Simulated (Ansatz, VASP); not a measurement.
**C in VASP and in Ansatz**

The input INCAR:

```
PREC     = Accurate       # precision mode
ENCUT    = 520            # plane-wave cutoff, eV
EDIFF    = 1E-7           # SCF threshold, eV
ISMEAR   = 0              # smearing method
SIGMA    = 0.05           # smearing width, eV
LREAL    = F              # projectors in reciprocal space
LASPH    = T              # aspherical terms in the spheres
NELM     = 60             # most SCF steps
ALGO     = Normal         # electronic algorithm
ISIF     = 2              # what is computed and relaxed
LWAVE    = F              # write WAVECAR
LCHARG   = F              # write CHGCAR
NBANDS   = 26             # bands
```

File KPOINTS:

```
Automatic mesh
0
Gamma
  12 12 4
```

Contents of POSCAR:

```
C
1.0
    2.5186290723      0.0000000000      0.0000000000
   -1.2593145361      2.1811967593      0.0000000000
    0.0000000000      0.0000000000      8.0228736867
C
8
Direct
    0.0000000000      0.0000000000      0.0929365318
    0.0000000000      0.0000000000      0.5929365318
    0.0000000000      0.0000000000      0.4070634682
    0.0000000000      0.0000000000      0.9070634682
    0.3333333333      0.6666666667      0.1555443640
    0.6666666667      0.3333333333      0.6555443640
    0.3333333333      0.6666666667      0.3444556360
    0.6666666667      0.3333333333      0.8444556360
```

Input for Ansatz:

```yaml
crystal:
  lattice:
    - [2.5186290723, 0.0, 0.0]
    - [-1.2593145361, 2.1811967593, 0.0]
    - [0.0, 0.0, 8.0228736867]
  atoms:
    - { symbol: C, position: [0.0, 0.0, 0.0929365318] }
    - { symbol: C, position: [0.0, 0.0, 0.5929365318] }
    - { symbol: C, position: [0.0, 0.0, 0.4070634682] }
    - { symbol: C, position: [0.0, 0.0, 0.9070634682] }
    - { symbol: C, position: [0.3333333333, 0.6666666667, 0.155544364] }
    - { symbol: C, position: [0.6666666667, 0.3333333333, 0.655544364] }
    - { symbol: C, position: [0.3333333333, 0.6666666667, 0.344455636] }
    - { symbol: C, position: [0.6666666667, 0.3333333333, 0.844455636] }
basis:
  ecutwfc: 520.0
kpoints:
  mp_grid: { grid: [12, 12, 4] }
hamiltonian:
  xc: lda
  pseudopotentials: { kind: paw, azcp: { folder: soft_1 } }
scf:
  occupations: { method: gaussian, width: 0.05 }
output:
  forces: true
  stress: true
  eigenvalues: true
```

Change from the starting cell: mode 21 frozen in at +0.000 Å, strain +e along z and -e/2 along x and y -0.0233.

Alike in both runs: task single point; functional LDA; k mesh 12 × 12 × 4; occupations gaussian, width 0.05 eV; no spin polarisation.

|  | VASP | Ansatz |
| --- | --- | --- |
| version | VASP 6.6.1 | Ansatz 0.2.0 |
| potentials or method | VASP PAW LDA potentials, release 64 (C), cutoff 520 eV | scalar-relativistic, plane waves, PAW |
| valence electrons in the cell | 32 | 32 |

|  | VASP | Ansatz | Ansatz less VASP |
| --- | --- | --- | --- |
| gap on the k mesh at the Fermi level (eV) | 4.13 | 4.14 | +0.014 |
| least direct gap on the mesh (eV) | 4.90 | 4.91 | +0.003 |
| pressure (GPa) | 2.8 | 1.1 | -1.71 |
| traceless stress, the component that is largest in VASP (GPa) | 31.00 | 30.85 | -0.151 |
| rms of the force components (eV/Å) | 0.118 | 0.112 | -0.0058 |

Ansatz warns that its potentials were made for another functional, while VASP's fit it. LDA's correlation is that of Perdew and Zunger in VASP and of Perdew and Wang (1992) in Ansatz. Atom by atom the forces differ by 0.006 eV/Å (rms over components).
